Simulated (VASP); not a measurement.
Here is a VASP 6.6.1 calculation.

Contents of INCAR:

```
SYSTEM = Hf5O9
PREC = Accurate
ENCUT = 520
EDIFF = 1E-6
ISMEAR = 0
SIGMA = 0.05
LREAL = .False.
LASPH = .True.
NELM = 100
ALGO = Normal
ISIF = 2
LWAVE = .False.
LCHARG = .True.
GGA = PE
LELF = .True.
LVHAR = .True.
NELECT = 102.0
NBANDS = 65
```

File KPOINTS:

```
Automatic mesh
0
Gamma
  4 4 4
  0 0 0
```

POSCAR

```
Hf5O9
1.0
   -5.0981362878      0.0000000000      0.0000000000
   -2.5490681439      5.0981362878     -2.5490681439
   -2.5490681439     -2.5490681439     -5.0981362878
Hf O
5 9
Direct
    0.8000000000      0.8000000000      0.6000000000
    0.6000000000      0.6000000000      0.2000000000
    0.4000000000      0.4000000000      0.8000000000
    0.2000000000      0.2000000000      0.4000000000
    1.0000000000      0.0000000000      1.0000000000
    0.0500000000      0.3000000000      0.1000000000
    0.8500000000      0.1000000000      0.7000000000
    0.6500000000      0.9000000000      0.3000000000
    0.4500000000      0.7000000000      0.9000000000
    0.9500000000      0.7000000000      0.9000000000
    0.7500000000      0.5000000000      0.5000000000
    0.5500000000      0.3000000000      0.1000000000
    0.3326982235      0.3000000000      0.6000000000
    0.1500000000      0.9000000000      0.3000000000
```

Potentials or basis: VASP PAW PBE potentials, release 64 (Hf_pv, O).

Run with:

```console
$ cat potpaw_PBE.64/Hf_pv/POTCAR potpaw_PBE.64/O/POTCAR > POTCAR
$ mpirun -np 1 vasp_std > vasp.out
```

(1) What does it give for the largest force?

Answers

(1) 14.122 eV/Å.

Caveat: the cell carries a net charge on a neutralising background, which shifts energy and pressure; the cell differs from its parent crystal (atoms taken out, atom 13 moved 0.500 of the way to it and -0.167 Å across, host rigid).
